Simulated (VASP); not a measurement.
**TiGeSe4: single point with PBE**

TiGeSe4:

```xyz
6
Lattice="4.9639 0.0000 0.0000 -2.4819 4.2988 0.0000 0.0000 0.0000 5.6413" Properties=species:S:1:pos:R:3 pbc="T T T"
Ti    0.0000    0.0000    2.8206
Ge    0.0000    0.0000    0.0000
Se    0.0000    2.8659    4.1398
Se    0.0000    2.8659    1.5014
Se    2.4819    1.4329    4.1398
Se    2.4819    1.4329    1.5014
```

- Program: VASP 6.6.1
- Task: single point
- Functional: PBE
- Potentials or basis: VASP PAW PBE potentials, release 64 (Ti_sv, Ge_d, Se)
- Cutoff: 520 eV
- k mesh: 6 × 6 × 4
- Occupations: gaussian, width 0.1 eV
- Spin: no spin polarisation
- Dipole correction: no
- Further INCAR settings: ALGO = Normal; EDIFF = 1e-06; NBANDS = 34

```yaml
Pressure: 0.1 GPa
Largest_force: 0.025 eV/Å
Band_gap_on_the_k_mesh: zero (band 25 reaches 7.09 eV, above the bottom of band 26 at 4.85 eV)
```

Forces on the atoms (eV/Å):
```
Ti   0.000  0.000  0.000
Ge   0.000  0.000  0.000
Se   0.000  0.000  0.025
Se   0.000  0.000 -0.025
Se   0.000  0.000  0.025
Se   0.000  0.000 -0.025
```

Stress tensor (GPa, compression positive):
```
-0.08  0.00  0.00
 0.00 -0.08  0.00
 0.00  0.00  0.50
```

Levels at points of the mesh, in eV from the Fermi level:
```csv
k point,band 21,band 22,band 23,band 24,band 25,band 26,band 27,band 28,band 29,band 30
"(0.00, 0.00, 0.00)",-3.49,-3.49,-1.68,-1.68,-0.50,0.51,0.51,0.78,1.65,1.99
"(0.50, 0.00, 0.00)",-1.87,-1.45,-0.36,0.31,0.39,0.82,0.94,1.08,1.30,1.43
"(0.00, 0.00, 0.50)",-3.24,-2.49,-2.15,-2.15,-1.97,-1.66,-0.07,0.88,0.88,1.16
"(0.50, 0.00, 0.50)",-2.28,-1.31,-1.26,-1.23,-1.18,-1.06,0.48,0.61,0.63,0.94
```

Wall time 44 s on 1 thread of AMD EPYC 9R45 (Zen 5) (shared host), peak memory 0.25 GiB.
